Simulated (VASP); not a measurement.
# KF (I4/mmm) in VASP: settings compared

The runs below take KF through single point, with PBE, r2SCAN.

Everything below comes from runs of VASP 6.6.1. Logs are shortened: lines on timing, memory, paths and dates and some standing lists are left out, and cuts for length are marked.

## (1) The cell of the first run

The structure is tetragonal, space group I4/mmm (No. 139). Conventional cell: a = 3.760 Å, b = 3.760 Å, c = 5.459 Å, α = 90.00°, β = 90.00°, γ = 90.00°. Within 3.5 Å of K (site symmetry 4/mmm) lie 6 F at 2.66 to 2.73 Å. Within 3.5 Å of F (site symmetry 4/mmm) lie 6 K at 2.66 to 2.73 Å.

## (2) Single point, PBE (uniaxial x strain +2.6%)

INCAR reads:

```
SYSTEM = KF
ALGO = Normal
EDIFF = 1E-6
ENCUT = 520
GGA = PE
ISIF = 2
ISMEAR = -1
LASPH = .TRUE.
LCHARG = .FALSE.
LREAL = .FALSE.
LWAVE = .FALSE.
NBANDS = 15
NELM = 60
PREC = Accurate
SIGMA = 0.02
```

KPOINTS reads:

```
k-points
0
G
  8 8 8
  0 0 0
```

POSCAR reads:

```
KF
1.0
    0.0000000000      2.6589605792      2.6589605792
    2.7294230346      0.0000000000      2.6589605792
    2.7294230346      2.6589605792      0.0000000000
K F
1 1
Direct
    0.0000000000      0.0000000000      0.0000000000
    0.5000000000      0.5000000000      0.5000000000
```

Potentials or basis: VASP PAW PBE potentials, release 64 (K_sv, F).

Started as:

```bash
cat potpaw_PBE.64/K_sv/POTCAR potpaw_PBE.64/F/POTCAR > POTCAR
mpirun -np 1 vasp_std > vasp.out
```

OUTCAR:

```text
SYSTEM = KF
   EDIFF = 1E-6
   ENCUT = 520
   GGA = PE
   ISIF = 2
   ISMEAR = -1
   LASPH = .TRUE.
   LREAL = .FALSE.
   NELM = 60
   PREC = Accurate

 ion  position               nearest neighbor table
   1  0.000  0.000  0.000-   2 2.66   2 2.66   2 2.66   2 2.66   2 2.73   2 2.73
   2  0.500  0.500  0.500-   1 2.66   1 2.66   1 2.66   1 2.66   1 2.73   1 2.73

  LATTYP: Found a body centered tetragonal cell.
 ALAT       =     3.7603381129
 C/A-ratio  =     1.4516902218

  Lattice vectors:

 A1 = (   2.7294230346,   0.0000000000,   2.6589605792)
 A2 = (   2.7294230346,   0.0000000000,  -2.6589605792)
 A3 = (  -2.7294230346,   2.6589605792,   0.0000000000)

Analysis of symmetry for initial positions (statically):
=====================================================================
 Subroutine PRICEL returns:
 Original cell was already a primitive cell.

 Routine SETGRP: Setting up the symmetry group for a
 body centered tetragonal supercell.

 Subroutine GETGRP returns: Found 16 space group operations
 (whereof 16 operations were pure point group operations)
 out of a pool of 16 trial point group operations.

The static configuration has the point symmetry D_4h.

Analysis of symmetry for dynamics (positions and initial velocities):
=====================================================================
 Subroutine PRICEL returns:
 Original cell was already a primitive cell.

 Routine SETGRP: Setting up the symmetry group for a
 body centered tetragonal supercell.

 Subroutine GETGRP returns: Found 16 space group operations
 (whereof 16 operations were pure point group operations)
 out of a pool of 16 trial point group operations.

The dynamic configuration has the point symmetry D_4h.

 Subroutine INISYM returns: Found 16 space group operations
 (whereof 16 operations are pure point group operations),
 and found     1 'primitive' translations

----------------------------------------------------------------------------------------

                                     Primitive cell

  volume of cell :      38.5944

  direct lattice vectors                    reciprocal lattice vectors
     0.000000000  2.658960579  2.658960579    -0.183188899  0.188043405  0.188043405
     2.729423035  0.000000000  2.658960579     0.183188899 -0.188043405  0.188043405
     2.729423035  2.658960579  0.000000000     0.183188899  0.188043405 -0.188043405

  length of vectors
     3.760338113  3.810488350  3.810488350     0.322922307  0.322922307  0.322922307

  position of ions in fractional coordinates (direct lattice)
     0.000000000  0.000000000  0.000000000
     0.500000000  0.500000000  0.500000000

  ion indices of the primitive-cell ions
   primitive index   ion index
                 1           1
                 2           2

----------------------------------------------------------------------------------------

 KPOINTS: k-points

Automatic generation of k-mesh.
 Grid dimensions read from file:
 generate k-points for:    8    8    8

 Generating k-lattice:

  Cartesian coordinates                     Fractional coordinates (reciprocal lattice)
    -0.022898612  0.023505426  0.023505426     0.125000000  0.000000000  0.000000000
     0.022898612 -0.023505426  0.023505426     0.000000000  0.125000000  0.000000000
     0.022898612  0.023505426 -0.023505426     0.000000000  0.000000000  0.125000000

  Length of vectors
     0.040365288  0.040365288  0.040365288

  Shift w.r.t. Gamma in fractional coordinates (k-lattice)
     0.000000000  0.000000000  0.000000000

 Subroutine IBZKPT returns following result:
 ===========================================

 Found     59 irreducible k-points:

 Following reciprocal coordinates:
            Coordinates               Weight
  0.000000  0.000000  0.000000      1.000000
  0.125000  0.000000  0.000000      8.000000
  0.250000  0.000000  0.000000      8.000000
  0.375000  0.000000  0.000000      8.000000
  0.500000  0.000000  0.000000      4.000000
  0.125000  0.125000  0.000000      4.000000
[... 16 lines left out ...]
  0.250000  0.125000  0.125000      4.000000
  0.375000  0.125000  0.125000      8.000000
 [... further k-points ...]
   k-points           NKPTS =     59   k-points in BZ     NKDIM =     59   number of bands    NBANDS=     15
   number of dos      NEDOS =    301   number of ions     NIONS =      2
   total plane-waves  NPLWV =  21952
   dimension x,y,z NGX =    28 NGY =   28 NGZ =   28
   dimension x,y,z NGXF=    56 NGYF=   56 NGZF=   56
   ions per type =               1   1
   NGX,Y,Z   is equivalent  to a cutoff of  12.38, 12.22, 12.22 a.u.
   NGXF,Y,Z  is equivalent  to a cutoff of  24.76, 24.43, 24.43 a.u.
 SYSTEM =  KF
   PREC   = accura    normal or accurate (medium, high low for compatibility)
   ISTART =      0    job   : 0-new  1-cont  2-samecut
   ICHARG =      2    charge: 1-file 2-atom 10-const
   ISPIN  =      1    spin polarized calculation?
   LNONCOLLINEAR =      F non collinear calculations
   LSORBIT =      F    spin-orbit coupling
   LASPH  =      T    aspherical Exc in radial PAW
   ENCUT  =  520.0 eV  38.22 Ry    6.18 a.u.   6.99  7.08  7.08*2*pi/ulx,y,z
   NELM   =     60;   NELMIN=  2; NELMDL= -5     # of ELM steps
   EDIFF  = 0.1E-05   stopping-criterion for ELM
   LREAL  =      F    real-space projection
   EDIFFG = 0.1E-04   stopping-criterion for IOM
   NSW    =      0    number of steps for IOM
   IBRION =     -1    ionic relax: 0-MD 1-quasi-New 2-CG
   NFREE  =      0    steps in history (QN), initial steepest desc. (CG)
   ISIF   =      2    stress and relaxation
   ISYM   =      2    0-nonsym 1-usesym 2-fastsym
   POTIM  = 0.5000    time-step for ionic-motion
   TEBEG  =    0.0;   TEEND  =   0.0 temperature during run
   PSTRESS=    0.0 pullay stress
   NELECT =      16.0000    total number of electrons
   NUPDOWN=      -1.0000    fix difference up-down
   EMIN   =  10.00;   EMAX   =-10.00  energy-range for DOS
   EFERMI =   0.00;   METHOD = LEGACY
   ISMEAR =    -1;   SIGMA  =   0.02  broadening in eV -4-tet -1-fermi 0-gaus
   EFERMI_NEDOS =   21; number of points for ismear=-14 and -15
   IALGO  =     38    algorithm
   IMIX   =      4    mixing-type and parameters
     AMIX     =   0.40;   BMIX     =  1.00
     AMIX_MAG =   1.60;   BMIX_MAG =  1.00
  volume/ion in A,a.u.               =      19.30       130.22
  Fermi-wavevector in a.u.,A,eV,Ry     =   1.220693  2.306776 20.273939  1.490092
  Thomas-Fermi vector in A             =   2.355902
   LORBIT       =      0    0 simple, 1 ext, 2 COOP (PROOUT), +10 PAW based schemes
   GGA     = PE    functional components
   LHFCALC =     F    Hartree Fock is set to
   AEXX    =    0.0000 exact exchange contribution
   IVDW    =     0    specifies the selected vdW correction
   LEPSILON=     F    determine dielectric tensor
   LRPA    =     F    only Hartree local field effects (RPA)
 non-spin polarized calculation
  energy-cutoff  :      520.00
  volume of cell :       38.59
 maximum number of plane-waves:      1054
   NGX = 13   NGY = 15   NGZ = 15

 number of electron      15.9999998 magnetization

 Free energy of the ion-electron system (eV)
  ---------------------------------------------------
  ext. energy  EPLUGINS =         0.00000000
  ---------------------------------------------------
  free energy    TOTEN  =        -8.29106718 eV

  energy without entropy =       -8.29106718  energy(sigma->0) =       -8.29106718

 E-fermi :  -2.3813     XC(G=0):  -8.3502

 val. band max:       -2.8235359867   @ k =   0.0000   0.0000   0.0000
 cond. band min:       3.2660270126   @ k =   0.0000   0.0000   0.0000
 fundamental gap:      6.0895629994
 Fermi energy:        -2.3812824579

 k-point     1 :       0.0000    0.0000    0.0000
  band No.  band energies     occupation
      1     -29.0031      2.00000
      2     -21.4865      2.00000
      3     -12.2690      2.00000
      4     -12.2591      2.00000
      5     -12.2591      2.00000
      6      -2.8583      2.00000
      7      -2.8235      2.00000
      8      -2.8235      2.00000
      9       3.2660      0.00000
     10       7.7162      0.00000
     11       7.8646      0.00000
     12       7.8646      0.00000
     13       9.3491      0.00000
     14       9.5955      0.00000
     15      14.0323      0.00000

 k-point     2 :       0.1250    0.0000    0.0000
  band No.  band energies     occupation
      1     -28.9901      2.00000
      2     -21.4985      2.00000
      3     -12.3033      2.00000
      4     -12.2716      2.00000
      5     -12.2624      2.00000
      6      -2.9747      2.00000
      7      -2.8943      2.00000
      8      -2.8772      2.00000
      9       3.6943      0.00000
     10       7.5621      0.00000
     11       7.9801      0.00000
     12       8.0695      0.00000
     13       9.4917      0.00000
     14       9.7348      0.00000
     15      14.7715      0.00000

 k-point     3 :       0.2500    0.0000    0.0000
  band No.  band energies     occupation
      1     -28.9585      2.00000
      2     -21.5276      2.00000
      3     -12.3978      2.00000
      4     -12.2889      2.00000
      5     -12.2705      2.00000
      6      -3.2656      2.00000
      7      -3.0124      2.00000
      8      -3.0039      2.00000
      9       4.7650      0.00000
     10       7.2216      0.00000
     11       8.4830      0.00000
     12       8.5823      0.00000
     13       9.9468      0.00000
     14      10.1600      0.00000
     15      15.7035      0.00000
[... 343 lines left out ...]
 k-point    23 :       0.2500    0.1250    0.1250
  band No.  band energies     occupation
      1     -28.9701      2.00000
      2     -21.5171      2.00000
      3     -12.3330      2.00000
      4     -12.3288      2.00000
      5     -12.2512      2.00000
      6      -3.1725      2.00000
      7      -2.9908      2.00000
      8      -2.9035      2.00000
      9       4.3108      0.00000
     10       7.2271      0.00000
     11       8.3071      0.00000
     12       8.4274      0.00000
     13       9.7854      0.00000
     14       9.9487      0.00000
     15      15.6772      0.00000

 k-point    24 :       0.3750    0.1250    0.1250
  band No.  band energies     occupation
      1     -28.9387      2.00000
      2     -21.5427      2.00000
      3     -12.4350      2.00000
      4     -12.3595      2.00000
      5     -12.2594      2.00000
      6      -3.4005      2.00000
      7      -3.1108      2.00000
      8      -2.9873      2.00000
      9       5.3850      0.00000
     10       6.9930      0.00000
     11       8.8254      0.00000
     12       8.8565      0.00000
     13      10.3377      0.00000
     14      10.5649      0.00000
     15      15.2253      0.00000

 [... further k-points ...]

------------------------ aborting loop because EDIFF is reached ----------------------------------------

  FORCE on cell =-STRESS in cart. coord.  units (eV):
  Direction    XX          YY          ZZ          XY          YZ          ZX
  --------------------------------------------------------------------------------------
  -------------------------------------------------------------------------------------
  Total        0.0337744      0.3692014      0.3692014      0.0000000      0.0000000      0.0000000
  in kB        1.4020825     15.3267210     15.3267210      0.0000000      0.0000000      0.0000000
  external PRESSURE =      10.6851749 kB  Pullay stress =       0.0000000 kB

 VOLUME and BASIS-vectors are now :
 -----------------------------------------------------------------------------
  energy-cutoff  :      520.00
  volume of cell :       38.59
      direct lattice vectors                 reciprocal lattice vectors
     0.000000000  2.658960579  2.658960579    -0.183188899  0.188043405  0.188043405
     2.729423035  0.000000000  2.658960579     0.183188899 -0.188043405  0.188043405
     2.729423035  2.658960579  0.000000000     0.183188899  0.188043405 -0.188043405

 POSITION                                       TOTAL-FORCE (eV/Angst)
 -----------------------------------------------------------------------------------
      0.00000      0.00000      0.00000         0.000000     -0.000000      0.000000
      2.72942      2.65896      2.65896         0.000000      0.000000     -0.000000
 -----------------------------------------------------------------------------------
    total drift:                                0.000000      0.000000      0.000000

  FREE ENERGIE OF THE ION-ELECTRON SYSTEM (eV)
  ---------------------------------------------------
  free  energy   TOTEN  =        -8.2910671825 eV

  energy  without entropy=       -8.2910671825  energy(sigma->0) =       -8.29106718
```

Run time: 23 s. Hardware: 1 thread of Intel Xeon Platinum 8375C at 2.90GHz (Ice Lake), shared host; peak memory 0.17 GiB.

What came out:

| Item | Value |
| --- | --- |
| Free energy | -8.2911 eV |
| Pressure | 1.1 GPa |
| Band gap on the k mesh | 6.09 eV, direct |

Caveat: the cell differs from its parent crystal (uniaxial x strain +2.6%). A k mesh can miss the band edges.

(Continued in part 2 of 2.)
